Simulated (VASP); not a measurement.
Wanted: the native input for a VASP 6.6.1 run.

| Property | Result |
| --- | --- |
| Task | single point |
| Functional | PBEsol |
| Potentials or basis | VASP PAW PBE potentials, release 64 (Ta_pv) |
| Cutoff | 520 eV |
| k mesh | 26 × 26 × 26 |
| Occupations | gaussian, width 0.15 eV |
| Spin | no spin polarisation |
| Dipole correction | no |
| Further INCAR settings | ALGO = Fast; EDIFF = 1e-07; NBANDS = 12 |

The structure of Ta lies in POSCAR:

```
Ta
1.0
   -1.5746493717      1.5746493717      1.5090389812
    1.5746493717     -1.5746493717      1.5090389812
    1.5746493717      1.5746493717     -1.5090389812
Ta
1
Direct
    0.0000000000      0.0000000000      0.0000000000
```

This cell differs from its parent crystal: strain -0.040 along x and y, -0.080 along z.

The input as run:

INCAR

```
SYSTEM = Ta
  ALGO = Fast
  EDIFF = 1E-7
  ENCUT = 520
  GGA = PS
  ISIF = 2
  ISMEAR = 0
  LASPH = .TRUE.
  LCHARG = .TRUE.
  LELF = .TRUE.
  LREAL = .FALSE.
  LVHAR = .TRUE.
  LWAVE = .FALSE.
  NBANDS = 12
  NELM = 80
  PREC = Accurate
  SIGMA = 0.15
```

KPOINTS

```
k-points
0
G
  26 26 26
  0 0 0
```

Potentials or basis: VASP PAW PBE potentials, release 64 (Ta_pv).

Command:

```bash
$ cat potpaw_PBE.64/Ta_pv/POTCAR > POTCAR
$ mpirun -np 1 vasp_std > vasp.out
```

Results of the run:

* Pressure: 47.6 GPa
* Band gap on the k mesh: zero (an odd number of electrons rules out a gap without spin polarisation)

Caveat: the cell differs from its parent crystal (strain -0.040 along x and y, -0.080 along z); the cell stands under pressure; the PAW data sets were made with another functional, which shifts forces and pressure a little; spin-orbit coupling is left out, which moves the levels of the heavy elements.

It took 2.8 min on 1 thread of Intel(R) Xeon(R) Platinum 8375C CPU @ 2.90GHz (Ice Lake), on a shared host, peak memory 0.33 GiB.
